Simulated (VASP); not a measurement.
The system is Mg5Te.

```
Mg Te
1.0
    -3.34779    3.37420    3.76939
     3.34779   -3.37420    3.76939
     3.34779    3.37420   -3.76939
Mg Te
5 1
Direct
  0.50000 0.00000 0.50000
  0.50000 0.00000 0.00000
  0.00000 0.00000 0.50000
  0.50000 0.50000 0.50000
  0.00000 0.50000 0.00000
  0.00000 0.50000 0.50000
```

- Program: VASP 6.6.1
- Task: relaxation of cell and atoms
- Functional: PBE
- Potentials or basis: VASP PAW PBE potentials, release 64 (Mg, Te)
- Cutoff: 600 eV
- k mesh: 8 × 8 × 8
- Occupations: gaussian, width 0.1 eV
- Spin: no spin polarisation

At the start: pressure 0.1 GPa; volume 28.39 Å³/atom.

Q: Where does the relaxation end?

A: Over 28 steps the energy falls by 23.6 meV/atom and the volume is 28.03 Å³/atom (-1.2 %); space group I4/mmm (No. 139, to 0.05 Å).

Step by step:
| step | energy change (eV) | largest force (eV/Å) | pressure (GPa) | volume (Å³) |
| --- | --- | --- | --- | --- |
| 1 | 0.0000 | 0.0000 | 0.10 | 170.32 |
| 2 | -0.0027 | 0.0000 | 0.01 | 170.74 |
| 3 | -0.0072 | 0.0000 | -0.20 | 172.01 |
| 4 | -0.0079 | 0.0000 | -0.29 | 172.60 |
| 5 | -0.0104 | 0.0000 | -0.10 | 171.49 |
| 6 | -0.0111 | 0.0000 | 0.06 | 170.52 |
| 7 | -0.0111 | 0.0000 | 0.08 | 170.38 |
| 8 | -0.0115 | 0.0000 | 0.07 | 170.51 |
| 9 | -0.0124 | 0.0000 | 0.01 | 170.89 |
| 10 | -0.0158 | 0.0000 | -0.11 | 171.61 |
| 11 | -0.0320 | 0.0000 | -0.32 | 172.85 |
| 12 | -0.0680 | 0.0000 | -0.73 | 174.61 |
| 13 | -0.0070 | 0.0000 | -1.16 | 175.42 |
| 14 | -0.0792 | 0.0000 | -0.84 | 174.94 |
| 15 | -0.0913 | 0.0000 | -1.13 | 175.50 |
| 16 | -0.0932 | 0.0000 | -0.98 | 175.23 |
| 17 | -0.0973 | 0.0000 | -1.10 | 175.44 |
| 18 | -0.0969 | 0.0000 | -1.04 | 175.34 |
| 19 | -0.0975 | 0.0000 | -1.06 | 175.37 |
| 20 | -0.1097 | 0.0000 | -0.84 | 173.83 |
| 21 | -0.1320 | 0.0000 | -0.16 | 169.27 |
| 22 | -0.1346 | 0.0000 | 0.23 | 167.04 |
| 23 | -0.1346 | 0.0000 | 0.19 | 167.24 |
| 24 | -0.1371 | 0.0000 | 0.15 | 167.40 |
| 25 | -0.1410 | 0.0000 | 0.04 | 167.86 |
| 26 | -0.1411 | 0.0000 | 0.02 | 167.94 |
| 27 | -0.1415 | 0.0000 | -0.01 | 168.02 |
| 28 | -0.1418 | 0.0000 | -0.05 | 168.21 |

Final structure:
```xyz
6
Lattice="-3.0081 3.0084 4.6469 3.0081 -3.0084 4.6469 3.0081 3.0084 -4.6469" Properties=species:S:1:pos:R:3 pbc="T T T"
Mg    0.0000    3.0084    0.0000
Mg   -1.5040    1.5042    2.3234
Mg    4.5121   -1.5042    2.3234
Mg    1.5040    1.5042    2.3234
Mg    1.5040   -1.5042    2.3234
Te    3.0081    0.0000    0.0000
```
